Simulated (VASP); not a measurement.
# Ba2LiAsO6 (Fm-3m) in VASP: single point with PBE

Aim: the single point of Ba2LiAsO6 with PBE.

Program: VASP 6.6.1. These are calculated values, not measurements. Logs are shortened: lines on timing, memory, paths and dates and some standing lists are left out, and cuts for length are marked.

## (1) The cell of the first run

It takes space group Fm-3m (No. 225, cubic). Conventional cell: a = 8.335 Å, b = 8.335 Å, c = 8.335 Å, α = 90.00°, β = 90.00°, γ = 90.00°. Within 2.9 Å of Li (site symmetry m-3m) lie 6 O at 2.23 Å. Ba (site symmetry -43m) has 12 O at 2.95 Å and 4 Li at 3.61 Å and 4 As at 3.61 Å within 3.9 Å. Within 2.6 Å of As (site symmetry m-3m) lie 6 O at 1.94 Å. O (site symmetry 4mm) has 1 As at 1.94 Å and 1 Li at 2.23 Å within 2.6 Å.

## (2) Single point, PBE

Contents of INCAR:

```
SYSTEM = Ba2LiAsO6
PREC = Accurate
ENCUT = 750
EDIFF = 1E-6
ISMEAR = 0
SIGMA = 0.0502
LREAL = .False.
LASPH = .True.
NELM = 120
ALGO = Normal
ISIF = 2
LWAVE = .False.
LCHARG = .False.
GGA = PE
NBANDS = 43
NELECT = 62.0
GGA_COMPAT = .False.
```

Contents of KPOINTS:

```
regular mesh
0
Gamma
  7 7 7
  0 0 0
```

Contents of POSCAR:

```
Ba2LiAsO6
1.0
    0.0000000000      4.1673550000      4.1673550000
    4.1673550000      0.0000000000      4.1673550000
    4.1673550000      4.1673550000      0.0000000000
Li Ba As O
1 2 1 6
Direct
    0.5000000000      0.5000000000      0.5000000000
    0.2500000000      0.2500000000      0.2500000000
    0.7500000000      0.7500000000      0.7500000000
    0.0000000000      0.0000000000      0.0000000000
    0.7670000000      0.2330000000      0.2330000000
    0.2330000000      0.7670000000      0.2330000000
    0.2330000000      0.7670000000      0.7670000000
    0.7670000000      0.2330000000      0.7670000000
    0.2330000000      0.2330000000      0.7670000000
    0.7670000000      0.7670000000      0.2330000000
```

Potentials or basis: VASP PAW PBE potentials, release 64 (Li_sv, Ba_sv, As, O).

The run is started by

```
$ cat potpaw_PBE.64/Li_sv/POTCAR potpaw_PBE.64/Ba_sv/POTCAR potpaw_PBE.64/As/POTCAR potpaw_PBE.64/O/POTCAR > POTCAR
$ mpirun -np 1 vasp_std > vasp.out
```

OUTCAR:

```text
SYSTEM = Ba2LiAsO6
   PREC = Accurate
   ENCUT = 750
   EDIFF = 1E-6
   ISMEAR = 0
   LREAL = .False.
   LASPH = .True.
   NELM = 120
   ISIF = 2
   GGA = PE
   NELECT = 62.0

 ion  position               nearest neighbor table
   1  0.500  0.500  0.500-   5 2.23   6 2.23   7 2.23   8 2.23   9 2.23  10 2.23   2 3.61   2 3.61
                             2 3.61   3 3.61   3 3.61   3 3.61   3 3.61   2 3.61
   2  0.250  0.250  0.250-   5 2.95   8 2.95  10 2.95   6 2.95   7 2.95  10 2.95   7 2.95   8 2.95
                             9 2.95   5 2.95   6 2.95   9 2.95   4 3.61   4 3.61   4 3.61   1 3.61
   3  0.750  0.750  0.750-   7 2.95   8 2.95  10 2.95   5 2.95   6 2.95  10 2.95   5 2.95   8 2.95
                             9 2.95   6 2.95   7 2.95   9 2.95   1 3.61   1 3.61   4 3.61   1 3.61
   4  0.000  0.000  0.000-   5 1.94   6 1.94   7 1.94   8 1.94   9 1.94  10 1.94   3 3.61   3 3.61
                             3 3.61   2 3.61   2 3.61   2 3.61   3 3.61   2 3.61
   5  0.767  0.233  0.233-   4 1.94   1 2.23   3 2.95   2 2.95   3 2.95   2 2.95
   6  0.233  0.767  0.233-   4 1.94   1 2.23   3 2.95   2 2.95   3 2.95   2 2.95
   7  0.233  0.767  0.767-   4 1.94   1 2.23   3 2.95   3 2.95   2 2.95   2 2.95
   8  0.767  0.233  0.767-   4 1.94   1 2.23   3 2.95   3 2.95   2 2.95   2 2.95
   9  0.233  0.233  0.767-   4 1.94   1 2.23   3 2.95   2 2.95   3 2.95   2 2.95
  10  0.767  0.767  0.233-   4 1.94   1 2.23   3 2.95   3 2.95   2 2.95   2 2.95

  LATTYP: Found a face centered cubic cell.
 ALAT       =     8.3347100000

  Lattice vectors:

 A1 = (   0.0000000000,   4.1673550000,   4.1673550000)
 A2 = (   4.1673550000,   0.0000000000,   4.1673550000)
 A3 = (   4.1673550000,   4.1673550000,   0.0000000000)

Analysis of symmetry for initial positions (statically):
=====================================================================
 Subroutine PRICEL returns:
 Original cell was already a primitive cell.

 Routine SETGRP: Setting up the symmetry group for a
 face centered cubic supercell.

 Subroutine GETGRP returns: Found 48 space group operations
 (whereof 48 operations were pure point group operations)
 out of a pool of 48 trial point group operations.

The static configuration has the point symmetry O_h .

Analysis of symmetry for dynamics (positions and initial velocities):
=====================================================================
 Subroutine PRICEL returns:
 Original cell was already a primitive cell.

 Routine SETGRP: Setting up the symmetry group for a
 face centered cubic supercell.

 Subroutine GETGRP returns: Found 48 space group operations
 (whereof 48 operations were pure point group operations)
 out of a pool of 48 trial point group operations.

The dynamic configuration has the point symmetry O_h .

 Subroutine INISYM returns: Found 48 space group operations
 (whereof 48 operations are pure point group operations),
 and found     1 'primitive' translations

----------------------------------------------------------------------------------------

                                     Primitive cell

  volume of cell :     144.7476

  direct lattice vectors                    reciprocal lattice vectors
     0.000000000  4.167355000  4.167355000    -0.119980179  0.119980179  0.119980179
     4.167355000  0.000000000  4.167355000     0.119980179 -0.119980179  0.119980179
     4.167355000  4.167355000  0.000000000     0.119980179  0.119980179 -0.119980179

  length of vectors
     5.893529960  5.893529960  5.893529960     0.207811766  0.207811766  0.207811766

  position of ions in fractional coordinates (direct lattice)
     0.500000000  0.500000000  0.500000000
     0.250000000  0.250000000  0.250000000
     0.750000000  0.750000000  0.750000000
     0.000000000  0.000000000  0.000000000
     0.767000000  0.233000000  0.233000000
     0.233000000  0.767000000  0.233000000
     0.233000000  0.767000000  0.767000000
     0.767000000  0.233000000  0.767000000
     0.233000000  0.233000000  0.767000000
     0.767000000  0.767000000  0.233000000

  ion indices of the primitive-cell ions
   primitive index   ion index
                 1           1
                 2           2
                 3           3
                 4           4
                 5           5
                 6           6
                 7           7
                 8           8
                 9           9
                10          10

----------------------------------------------------------------------------------------

 KPOINTS: regular mesh

Automatic generation of k-mesh.
 Grid dimensions read from file:
 generate k-points for:    7    7    7

 Generating k-lattice:

  Cartesian coordinates                     Fractional coordinates (reciprocal lattice)
    -0.017140026  0.017140026  0.017140026     0.142857143  0.000000000  0.000000000
     0.017140026 -0.017140026  0.017140026     0.000000000  0.142857143  0.000000000
     0.017140026  0.017140026 -0.017140026     0.000000000  0.000000000  0.142857143

  Length of vectors
     0.029687395  0.029687395  0.029687395

  Shift w.r.t. Gamma in fractional coordinates (k-lattice)
     0.000000000  0.000000000  0.000000000

 Subroutine IBZKPT returns following result:
 ===========================================

 Found     20 irreducible k-points:

 Following reciprocal coordinates:
            Coordinates               Weight
  0.000000  0.000000  0.000000      1.000000
  0.142857  0.000000  0.000000      8.000000
  0.285714  0.000000  0.000000      8.000000
  0.428571  0.000000  0.000000      8.000000
  0.142857  0.142857  0.000000      6.000000
  0.285714  0.142857  0.000000     24.000000
[... 12 lines left out ...]
 -0.428571  0.428571  0.142857     24.000000
 -0.285714  0.428571  0.142857     24.000000
   k-points           NKPTS =     20   k-points in BZ     NKDIM =     20   number of bands    NBANDS=     43
   number of dos      NEDOS =    301   number of ions     NIONS =     10
   total plane-waves  NPLWV = 157464
   dimension x,y,z NGX =    54 NGY =   54 NGZ =   54
   dimension x,y,z NGXF=   108 NGYF=  108 NGZF=  108
   ions per type =               1   2   1   6
   NGX,Y,Z   is equivalent  to a cutoff of  15.23, 15.23, 15.23 a.u.
   NGXF,Y,Z  is equivalent  to a cutoff of  30.46, 30.46, 30.46 a.u.
 SYSTEM =  Ba2LiAsO6
   PREC   = accura    normal or accurate (medium, high low for compatibility)
   ISTART =      0    job   : 0-new  1-cont  2-samecut
   ICHARG =      2    charge: 1-file 2-atom 10-const
   ISPIN  =      1    spin polarized calculation?
   LNONCOLLINEAR =      F non collinear calculations
   LSORBIT =      F    spin-orbit coupling
   LASPH  =      T    aspherical Exc in radial PAW
   ENCUT  =  750.0 eV  55.12 Ry    7.42 a.u.  13.16 13.16 13.16*2*pi/ulx,y,z
   NELM   =    120;   NELMIN=  2; NELMDL= -5     # of ELM steps
   EDIFF  = 0.1E-05   stopping-criterion for ELM
   LREAL  =      F    real-space projection
   EDIFFG = 0.1E-04   stopping-criterion for IOM
   NSW    =      0    number of steps for IOM
   IBRION =     -1    ionic relax: 0-MD 1-quasi-New 2-CG
   NFREE  =      0    steps in history (QN), initial steepest desc. (CG)
   ISIF   =      2    stress and relaxation
   ISYM   =      2    0-nonsym 1-usesym 2-fastsym
   POTIM  = 0.5000    time-step for ionic-motion
   TEBEG  =    0.0;   TEEND  =   0.0 temperature during run
   PSTRESS=    0.0 pullay stress
   NELECT =      62.0000    total number of electrons
   NUPDOWN=      -1.0000    fix difference up-down
   EMIN   =  10.00;   EMAX   =-10.00  energy-range for DOS
   EFERMI =   0.00;   METHOD = LEGACY
   ISMEAR =     0;   SIGMA  =   0.05  broadening in eV -4-tet -1-fermi 0-gaus
   EFERMI_NEDOS =   21; number of points for ismear=-14 and -15
   IALGO  =     38    algorithm
   IMIX   =      4    mixing-type and parameters
     AMIX     =   0.40;   BMIX     =  1.00
     AMIX_MAG =   1.60;   BMIX_MAG =  1.00
  volume/ion in A,a.u.               =      14.47        97.68
  Fermi-wavevector in a.u.,A,eV,Ry     =   1.234056  2.332028 20.720236  1.522894
  Thomas-Fermi vector in A             =   2.368762
   LORBIT       =      0    0 simple, 1 ext, 2 COOP (PROOUT), +10 PAW based schemes
   GGA     = PE    functional components
   LHFCALC =     F    Hartree Fock is set to
   AEXX    =    0.0000 exact exchange contribution
   IVDW    =     0    specifies the selected vdW correction
   LEPSILON=     F    determine dielectric tensor
   LRPA    =     F    only Hartree local field effects (RPA)
 non-spin polarized calculation
 Gauss-broadening in eV      SIGMA  =   0.05
  energy-cutoff  :      750.00
  volume of cell :      144.75
 maximum number of plane-waves:      6768
 NGX is ok and might be reduce to    54
   NGX = 27   NGY = 27   NGZ = 27

 number of electron      62.0000002 magnetization

 Free energy of the ion-electron system (eV)
  ---------------------------------------------------
  ext. energy  EPLUGINS =         0.00000000
  ---------------------------------------------------
  free energy    TOTEN  =       -60.35626895 eV

  energy without entropy =      -60.34185944  energy(sigma->0) =      -60.34906420

 E-fermi :   0.5886     XC(G=0):  -9.8518

 val. band max:        0.5698708066   @ k =  -0.2857   0.4286   0.1429
 cond. band min:       0.5894590246   @ k =  -0.4286   0.1429   0.0000
 fundamental gap:      0.0195882180
 Fermi energy:         0.5886206636

 k-point     1 :       0.0000    0.0000    0.0000
  band No.  band energies     occupation
      1     -41.5196      2.00000
      2     -22.7947      2.00000
      3     -22.6312      2.00000
      4     -17.0435      2.00000
      5     -15.5354      2.00000
      6     -15.5354      2.00000
[... 35 lines left out ...]
     42       9.6094      0.00000
     43       9.6094      0.00000

 k-point     2 :       0.1429    0.0000    0.0000
  band No.  band energies     occupation
      1     -41.5196      2.00000
      2     -22.7842      2.00000
      3     -22.6371      2.00000
      4     -17.0546      2.00000
      5     -15.5653      2.00000
      6     -15.5275      2.00000
[... 35 lines left out ...]
     42       9.7219      0.00000
     43       9.7865      0.00000

 k-point     3 :       0.2857    0.0000    0.0000
  band No.  band energies     occupation
      1     -41.5196      2.00000
      2     -22.7562      2.00000
      3     -22.6546      2.00000
      4     -17.0798      2.00000
      5     -15.6307      2.00000
      6     -15.5082      2.00000
[... 35 lines left out ...]
     42       9.9658      0.00000
     43      10.3293      0.00000

 k-point     4 :       0.4286    0.0000    0.0000
  band No.  band energies     occupation
      1     -41.5196      2.00000
      2     -22.7192      2.00000
      3     -22.6830      2.00000
      4     -17.1003      2.00000
      5     -15.6811      2.00000
      6     -15.4908      2.00000
[... 679 lines left out ...]
     42      10.2896      0.00000
     43      10.4426      0.00000

 k-point    19 :      -0.4286    0.4286    0.1429
  band No.  band energies     occupation
      1     -41.5196      2.00000
      2     -22.7154      2.00000
      3     -22.6773      2.00000
      4     -17.1208      2.00000
      5     -15.6239      2.00000
      6     -15.5832      2.00000
[... 35 lines left out ...]
     42      10.3257      0.00000
     43      10.4143      0.00000

 k-point    20 :      -0.2857    0.4286    0.1429
  band No.  band energies     occupation
      1     -41.5196      2.00000
      2     -22.6992      2.00000
      3     -22.6929      2.00000
      4     -17.1220      2.00000
      5     -15.6399      2.00000
      6     -15.5510      2.00000
[... 35 lines left out ...]
     42      10.3117      0.00000
     43      10.3749      0.00000

------------------------ aborting loop because EDIFF is reached ----------------------------------------

  FORCE on cell =-STRESS in cart. coord.  units (eV):
  Direction    XX          YY          ZZ          XY          YZ          ZX
  --------------------------------------------------------------------------------------
  -------------------------------------------------------------------------------------
  Total      -18.6993421    -18.6993421    -18.6993421     -0.0000000      0.0000000     -0.0000000
  in kB     -206.9785885   -206.9785885   -206.9785885     -0.0000000      0.0000000     -0.0000000
  external PRESSURE =    -206.9785885 kB  Pullay stress =       0.0000000 kB

 VOLUME and BASIS-vectors are now :
 -----------------------------------------------------------------------------
  energy-cutoff  :      750.00
  volume of cell :      144.75
      direct lattice vectors                 reciprocal lattice vectors
     0.000000000  4.167355000  4.167355000    -0.119980179  0.119980179  0.119980179
     4.167355000  0.000000000  4.167355000     0.119980179 -0.119980179  0.119980179
     4.167355000  4.167355000  0.000000000     0.119980179  0.119980179 -0.119980179

 POSITION                                       TOTAL-FORCE (eV/Angst)
 -----------------------------------------------------------------------------------
      4.16735      4.16735      4.16735        -0.000000     -0.000000     -0.000000
      2.08368      2.08368      2.08368        -0.000000     -0.000000     -0.000000
      6.25103      6.25103      6.25103        -0.000000      0.000000      0.000000
      0.00000      0.00000      0.00000        -0.000000     -0.000000      0.000000
      1.94199      4.16735      4.16735        -1.734679     -0.000000      0.000000
      4.16735      1.94199      4.16735        -0.000000     -1.734679      0.000000
      6.39272      4.16735      4.16735         1.734679     -0.000000      0.000000
      4.16735      6.39272      4.16735        -0.000000      1.734679      0.000000
      4.16735      4.16735      1.94199        -0.000000     -0.000000     -1.734679
      4.16735      4.16735      6.39272        -0.000000     -0.000000      1.734679
 -----------------------------------------------------------------------------------
    total drift:                               -0.000000     -0.000000      0.000000

  FREE ENERGIE OF THE ION-ELECTRON SYSTEM (eV)
  ---------------------------------------------------
  free  energy   TOTEN  =       -60.3562689544 eV

  energy  without entropy=      -60.3418594434  energy(sigma->0) =      -60.34906420
```

Run time: 7.4 min. Hardware: 1 thread of AMD EPYC 7R43 (Zen 3), shared host; peak memory 0.48 GiB.

What came out:

* Free energy: -60.3563 eV
* Largest force: 1.735 eV/Å

Forces on the atoms (eV/Å):
```
Li   0.000  0.000  0.000
Ba   0.000  0.000  0.000
Ba   0.000  0.000  0.000
As   0.000  0.000  0.000
O   -1.735  0.000  0.000
O    0.000 -1.735  0.000
O    1.735  0.000  0.000
O    0.000  1.735  0.000
O    0.000  0.000 -1.735
O    0.000  0.000  1.735
```

Caveat: the cell carries a net charge on a neutralising background, which shifts energy and pressure; the cell is charged against a uniform background, so pressure and absolute levels hang on convention; spin-orbit coupling is left out, which moves the levels of the heavy elements; forces of over 1 eV/Å act on the atoms, so gaps and moduli don't describe the material at rest.
